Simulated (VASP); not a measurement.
# P (P6_222) in VASP: a series of runs, part 2 of 2

VASP 6.6.1.

**4. Relaxation of cell and atoms, PBE**

File INCAR:

```
PREC = Accurate ; ENCUT = 600
EDIFF = 1E-7 ; ISMEAR = 0
SIGMA = 0.1 ; LREAL = False
LASPH = True ; NELM = 100
ALGO = Normal ; ISIF = 3
LWAVE = False ; LCHARG = False
GGA = PE ; IBRION = 2
NSW = 90 ; EDIFFG = -0.04
```

File KPOINTS:

```
regular mesh
0
Gamma
  6 6 2
```

File POSCAR:

```
P
1.0
    3.3564032400      0.0000000000      0.0000000000
   -1.6782016200      2.9067304700      0.0000000000
    0.0000000000      0.0000000000     11.9406135200
P
9
Direct
    0.5000000000      0.5000000000      0.0597290300
    0.5000000000      0.0000000000      0.7263957000
    0.0000000000      0.5000000000      0.3930623700
    0.5000000000      0.5000000000      0.6069376300
    0.5000000000      0.0000000000      0.2736043000
    0.0000000000      0.5000000000      0.9402709700
    0.0000000000      0.0000000000      0.5000000000
    0.0000000000      0.0000000000      0.1666666700
    0.0000000000      0.0000000000      0.8333333300
```

Potentials or basis: VASP PAW PBE potentials, release 64 (P).

The run is started by

```bash
cat potpaw_PBE.64/P/POTCAR > POTCAR
mpirun -np 1 vasp_std > vasp.out
```

OUTCAR:

```text
PREC = Accurate
   ENCUT = 600
   EDIFF = 1E-7
   ISMEAR = 0
   LREAL = False
   LASPH = True
   NELM = 100
   ISIF = 3
   GGA = PE
   IBRION = 2
   NSW = 90
   EDIFFG = -0.04

 ion  position               nearest neighbor table
   1  0.500  0.500  0.060-   8 2.11   8 2.11   6 2.20   6 2.20
   2  0.500  0.000  0.726-   9 2.11   9 2.11   4 2.20   4 2.20
   3  0.000  0.500  0.393-   7 2.11   7 2.11   5 2.20   5 2.20
   4  0.500  0.500  0.607-   7 2.11   7 2.11   2 2.20   2 2.20
   5  0.500  0.000  0.274-   8 2.11   8 2.11   3 2.20   3 2.20
   6  0.000  0.500  0.940-   9 2.11   9 2.11   1 2.20   1 2.20
   7  0.000  0.000  0.500-   3 2.11   4 2.11   3 2.11   4 2.11
   8  0.000  0.000  0.167-   5 2.11   5 2.11   1 2.11   1 2.11
   9  0.000  0.000  0.833-   2 2.11   2 2.11   6 2.11   6 2.11

  LATTYP: Found a hexagonal cell.
 ALAT       =     3.3564032400
 C/A-ratio  =     3.5575622672

  Lattice vectors:
[... 737 lines left out ...]

  energy  without entropy=      -44.9127018815  energy(sigma->0) =      -44.92144808

[... ionic steps 4 to 9 ...]

--------------------------------------- Ionic step       10  -------------------------------------------

 number of electron      45.0000007 magnetization

------------------------ aborting loop because EDIFF is reached ----------------------------------------
[... 81 lines left out ...]
--------------------------------------- Ionic step       12  -------------------------------------------

 number of electron      45.0000009 magnetization

 Free energy of the ion-electron system (eV)
  ---------------------------------------------------
  ext. energy  EPLUGINS =         0.00000000
  ---------------------------------------------------
  free energy    TOTEN  =       -45.16762204 eV

  energy without entropy =      -45.15782417  energy(sigma->0) =      -45.16272310

 E-fermi :   8.2992     XC(G=0): -10.7253

 val. band max:        8.2908569783   @ k =   0.1667   0.1667   0.5000
 cond. band min:       8.3264524914   @ k =   0.5000   0.0000   0.5000
 fundamental gap:      0.0355955130
 Fermi energy:         8.2992007633

 k-point     1 :       0.0000    0.0000    0.0000
  band No.  band energies     occupation
      1      -7.6584      2.00000
      2      -6.9828      2.00000
      3      -6.9828      2.00000
      4      -4.9656      2.00000
      5      -4.9656      2.00000
      6      -1.7996      2.00000
[... 445 lines left out ...]
  FREE ENERGIE OF THE ION-ELECTRON SYSTEM (eV)
  ---------------------------------------------------
  free  energy   TOTEN  =       -45.1676220357 eV

  energy  without entropy=      -45.1578241655  energy(sigma->0) =      -45.16272310

 reached required accuracy - stopping structural energy minimisation
```

It took 12 min on 1 thread of Intel Xeon Platinum 8259CL at 2.50GHz (Skylake/Cascade Lake), shared host; peak memory 0.27 GiB.

Results:

* Free energy: -45.1676 eV
* Relaxed volume: 16.37 Å³/atom
* Relaxed cell: a = 3.477 Å, b = 3.477 Å, c = 14.065 Å, α = 90.00°, β = 90.00°, γ = 120.00°
* Space group after relaxing (to 0.1 Å): P6_222 (No. 180)
* Energy gained by relaxing: 394.1 meV/atom
* Ionic steps: 12
* Pressure after relaxing: -0.1 GPa
* Largest force after relaxing: 0.006 eV/Å
* Band gap on the k mesh: zero (an odd number of electrons rules out a gap without spin polarisation)

Forces in eV/Å, atoms in the order of the input:
```
P    0.000  0.000  0.006
P    0.000  0.000  0.006
P    0.000  0.000  0.006
P    0.000  0.000 -0.006
P    0.000  0.000 -0.006
P    0.000  0.000 -0.006
P    0.000  0.000  0.000
P    0.000  0.000  0.000
P    0.000  0.000  0.000
```

The path:
| step | energy change (eV) | largest force (eV/Å) | pressure (GPa) | volume (Å³) |
| --- | --- | --- | --- | --- |
| 1 | 0.0000 | 1.3269 | 34.50 | 116.49 |
| 2 | -2.8880 | 0.0774 | -7.39 | 169.95 |
| 3 | -3.3096 | 0.2865 | -0.24 | 151.43 |
| 4 | -3.3119 | 0.2639 | -0.96 | 152.84 |
| 5 | -3.4409 | 0.0674 | -0.92 | 151.69 |
| 6 | -3.5121 | 0.1483 | -0.88 | 150.40 |
| 7 | -3.4232 | 0.5370 | -0.53 | 147.51 |
| 8 | -3.5219 | 0.2516 | -0.87 | 149.80 |
| 9 | -3.5222 | 0.2687 | -0.87 | 149.68 |
| 10 | -3.5454 | 0.0866 | 0.09 | 147.02 |
| 11 | -3.5456 | 0.0689 | 0.19 | 146.77 |
| 12 | -3.5471 | 0.0064 | -0.06 | 147.30 |

Final structure:
```
CELL_PARAMETERS angstrom
3.47745 0.00000 0.00000
-1.73873 3.01156 0.00000
0.00000 0.00000 14.06505
ATOMIC_POSITIONS crystal
P 0.50000 0.50000 0.05449
P 0.50000 0.00000 0.72115
P 0.00000 0.50000 0.38782
P 0.50000 0.50000 0.61218
P 0.50000 0.00000 0.27885
P 0.00000 0.50000 0.94551
P 0.00000 0.00000 0.50000
P 0.00000 0.00000 0.16667
P 0.00000 0.00000 0.83333
```

Levels at points of the mesh, in eV from the Fermi level:
```tsv
k point	band 19	band 20	band 21	band 22	band 23	band 24	band 25	band 26	band 27
(0.00, 0.00, 0.00)	-1.09	-1.09	0.81	0.95	1.25	1.25	1.30	1.73	1.73
(0.50, 0.00, 0.00)	-2.51	-1.97	-1.68	-1.21	-0.84	-0.70	0.57	0.94	1.03
(0.00, 0.00, 0.50)	-1.07	0.07	0.07	1.10	1.10	1.32	1.32	1.70	2.18
(0.50, 0.00, 0.50)	-3.15	-1.57	-1.36	-1.11	-0.84	-0.47	0.03	0.43	1.11
```

Caveat: the k points lie up to 0.35 Å⁻¹ apart in the final cell, too coarse for converged energies and pressures of a metal; the volume moved by over 15 % at a fixed basis, so the end points are rough; an odd number of electrons without spin polarisation forces a metal; a magnetic or distorted state may lie lower.

**5. Single point, PBE**

This run uses another cell than the first one, of 16.47 Å³/atom.

File INCAR:

```
SYSTEM = P
PREC     = Accurate       ! precision mode
ENCUT    = 520            ! plane-wave cutoff, eV
EDIFF    = 1E-7           ! SCF threshold, eV
ISMEAR   = 0              ! smearing method
SIGMA    = 0.1            ! smearing width, eV
LREAL    = .FALSE.        ! projectors in reciprocal space
LASPH    = .TRUE.         ! aspherical terms in the spheres
NELM     = 80             ! most SCF steps
ALGO     = Normal         ! electronic algorithm
ISIF     = 2              ! what is computed and relaxed
LWAVE    = .FALSE.        ! write WAVECAR
LCHARG   = .FALSE.        ! write CHGCAR
GGA      = PE             ! functional
NBANDS   = 32             ! bands
```

File KPOINTS:

```
Automatic mesh
0
G
  12 12 4
  0 0 0
```

File POSCAR:

```
P
1.0
    3.4688408265      0.0000000000      0.0000000000
   -1.7344204133      3.0041042774      0.0000000000
    0.0000000000      0.0000000000     14.2222892709
P
9
Direct
    0.5000000000      0.5000000000      0.0545411674
    0.5000000000      0.0000000000      0.7212078340
    0.0000000000      0.5000000000      0.3878745007
    0.5000000000      0.5000000000      0.6121254993
    0.5000000000      0.0000000000      0.2787921660
    0.0000000000      0.5000000000      0.9454588326
    0.0000000000      0.0000000000      0.5000000000
    0.0000000000      0.0000000000      0.1666666667
    0.0000000000      0.0000000000      0.8333333333
```

The run is started by

```bash
cat potpaw_PBE.64/P/POTCAR > POTCAR
mpirun -np 1 vasp_std > vasp.out
```

Wall time 6.6 min (1 thread of Intel Xeon Platinum 8259CL at 2.50GHz (Skylake/Cascade Lake), shared host); peak memory 0.37 GiB.

The run converged. Its results:

```
Free energy            : -45.0502 eV
Pressure               : -0.2 GPa
Largest force          : 0.007 eV/Å
Band gap on the k mesh : zero (an odd number of electrons rules out a gap without spin polarisation)
```

Forces in eV/Å, atoms in the order of the input:
```
P    0.000  0.000 -0.007
P    0.000  0.000 -0.007
P    0.000  0.000 -0.007
P    0.000  0.000  0.007
P    0.000  0.000  0.007
P    0.000  0.000  0.007
P    0.000  0.000  0.000
P    0.000  0.000  0.000
P    0.000  0.000  0.000
```

Stress tensor (GPa, compression positive):
```
-0.20  0.00  0.00
 0.00 -0.20  0.00
 0.00  0.00 -0.29
```

Levels at points of the mesh, in eV from the Fermi level:
| k point | band 20 | band 21 | band 22 | band 23 | band 24 | band 25 | band 26 | band 27 |
| --- | --- | --- | --- | --- | --- | --- | --- | --- |
| (0.00, 0.00, 0.00) | -0.97 | 0.90 | 1.05 | 1.31 | 1.31 | 1.38 | 1.87 | 1.87 |
| (0.50, 0.00, 0.00) | -1.97 | -1.69 | -1.15 | -0.78 | -0.64 | 0.54 | 0.97 | 1.04 |
| (0.00, 0.00, 0.50) | 0.09 | 0.09 | 1.17 | 1.17 | 1.46 | 1.46 | 1.74 | 2.27 |
| (0.50, 0.00, 0.50) | -1.58 | -1.28 | -1.11 | -0.82 | -0.44 | 0.06 | 0.50 | 1.09 |

Caveat: an odd number of electrons without spin polarisation forces a metal; a magnetic or distorted state may lie lower.

**6. Relaxation of cell and atoms, PBE**

This run uses another cell than the first one, of 16.38 Å³/atom.

File INCAR:

```
ALGO = Normal
EDIFF = 1E-7
EDIFFG = -0.01
ENCUT = 600
GGA = PE
IBRION = 2
ISIF = 3
ISMEAR = 0
LASPH = True
LCHARG = False
LREAL = False
LWAVE = False
NELM = 80
NSW = 100
PREC = Accurate
SIGMA = 0.1
```

File KPOINTS:

```
k-points
0
Gamma
  12 12 4
```

File POSCAR:

```
P
1.0
    3.4782088739      0.0000000000      0.0000000000
   -1.7391044370      3.0122172445      0.0000000000
    0.0000000000      0.0000000000     14.0733043182
P
9
Direct
    0.5000000000      0.5000000000      0.0545731453
    0.5000000000      0.0000000000      0.7212398120
    0.0000000000      0.5000000000      0.3879064786
    0.5000000000      0.5000000000      0.6120935214
    0.5000000000      0.0000000000      0.2787601880
    0.0000000000      0.5000000000      0.9454268547
    0.0000000000      0.0000000000      0.5000000000
    0.0000000000      0.0000000000      0.1666666667
    0.0000000000      0.0000000000      0.8333333333
```

Potentials or basis: VASP PAW PBE potentials, release 64 (P).

The run is started by

```bash
cat potpaw_PBE.64/P/POTCAR > POTCAR
mpirun -np 1 vasp_std > vasp.out
```

Wall time 31 min (1 thread of Intel Xeon Platinum 8259CL at 2.50GHz (Skylake/Cascade Lake), shared host); peak memory 0.4 GiB.

Results (log left out):

```
Free energy                           : -45.0512 eV
Relaxed volume                        : 16.43 Å³/atom
Relaxed cell                          : a = 3.467 Å, b = 3.467 Å, c = 14.203 Å, α = 90.00°, β = 90.00°, γ = 120.00°
Space group after relaxing (to 0.1 Å) : P6_222 (No. 180)
Energy gained by relaxing             : 0.4 meV/atom
Ionic steps                           : 8
Pressure after relaxing               : 0.0 GPa
Largest force after relaxing          : 0.006 eV/Å
Band gap on the k mesh                : zero (an odd number of electrons rules out a gap without spin polarisation)
```

Forces on the atoms (eV/Å):
```
P    0.000  0.000  0.006
P    0.000  0.000  0.006
P    0.000  0.000  0.006
P    0.000  0.000 -0.006
P    0.000  0.000 -0.006
P    0.000  0.000 -0.006
P    0.000  0.000  0.000
P    0.000  0.000  0.000
P    0.000  0.000  0.000
```

The path:
```tsv
step	energy change (eV)	largest force (eV/Å)	pressure (GPa)	volume (Å³)
1	0.0000	0.0185	0.44	147.45
2	-0.0022	0.0088	-0.13	148.41
3	-0.0022	0.0088	-0.14	148.43
4	-0.0028	0.0007	-0.10	148.27
5	-0.0033	0.0133	-0.04	148.05
6	-0.0030	0.0389	0.07	147.63
7	-0.0034	0.0220	-0.01	147.91
8	-0.0035	0.0058	0.00	147.85
```

Final structure:
```
CELL_PARAMETERS angstrom
3.46697 0.00000 0.00000
-1.73349 3.00249 0.00000
0.00000 0.00000 14.20286
ATOMIC_POSITIONS crystal
P 0.50000 0.50000 0.05448
P 0.50000 0.00000 0.72114
P 0.00000 0.50000 0.38781
P 0.50000 0.50000 0.61219
P 0.50000 0.00000 0.27886
P 0.00000 0.50000 0.94552
P 0.00000 0.00000 0.50000
P 0.00000 0.00000 0.16667
P 0.00000 0.00000 0.83333
```

Levels at points of the mesh, in eV from the Fermi level:
| k point | band 20 | band 21 | band 22 | band 23 | band 24 | band 25 | band 26 | band 27 |
| --- | --- | --- | --- | --- | --- | --- | --- | --- |
| (0.00, 0.00, 0.00) | -0.98 | 0.91 | 1.05 | 1.31 | 1.31 | 1.38 | 1.86 | 1.86 |
| (0.50, 0.00, 0.00) | -1.98 | -1.69 | -1.16 | -0.79 | -0.64 | 0.54 | 0.97 | 1.03 |
| (0.00, 0.00, 0.50) | 0.10 | 0.10 | 1.17 | 1.17 | 1.45 | 1.45 | 1.74 | 2.27 |
| (0.50, 0.00, 0.50) | -1.58 | -1.29 | -1.11 | -0.82 | -0.45 | 0.06 | 0.49 | 1.10 |

Caveat: an odd number of electrons without spin polarisation forces a metal; a magnetic or distorted state may lie lower.

**7. The runs side by side**

| task | cell | k mesh | cutoff (eV) | gap on the mesh (eV) | pressure (GPa) | relaxed volume (Å³/atom) | largest force (eV/Å) |
| --- | --- | --- | --- | --- | --- | --- | --- |
| single point | a = 3.356, b = 3.356, c = 11.941 Å, angles 90.0, 90.0, 120.0°, 9 atoms, atomic positions A | 6 × 6 × 2 | 520 | none | 34.5 | - | 1.33 |
| single point | a = 3.478, b = 3.478, c = 14.073 Å, angles 90.0, 90.0, 120.0°, 9 atoms, atomic positions B | 6 × 6 × 2 | 520 | none | -0.2 | - | 0.01 |
| relaxation of cell and atoms | relaxed from a = 3.356, b = 3.356, c = 11.941 Å, angles 90.0, 90.0, 120.0°, 9 atoms, atomic positions A | 6 × 6 × 2 | 600 | none | -0.1 | 16.37 | 0.01 |
| single point | a = 3.469, b = 3.469, c = 14.222 Å, angles 90.0, 90.0, 120.0°, 9 atoms, atomic positions C | 12 × 12 × 4 | 520 | none | -0.2 | - | 0.01 |
| relaxation of cell and atoms | relaxed from a = 3.478, b = 3.478, c = 14.073 Å, angles 90.0, 90.0, 120.0°, 9 atoms, atomic positions B | 12 × 12 × 4 | 600 | none | 0.0 | 16.43 | 0.01 |

Alike in all rows: level PBE; potentials or basis VASP PAW PBE potentials, release 64 (P); no spin polarisation; smearing gaussian 0.1 eV.

Caveats: some runs use coarse meshes; an odd number of electrons without spin polarisation forces a metal; a magnetic or distorted state may lie lower; the volume moved by over 15 % at a fixed basis, so the end points are rough (at least some runs).

Total energies depend on the potentials used, so only differences within one code and one set of settings carry meaning.

The gap in the log of VASP goes by the Fermi energy; the results here count the filled bands.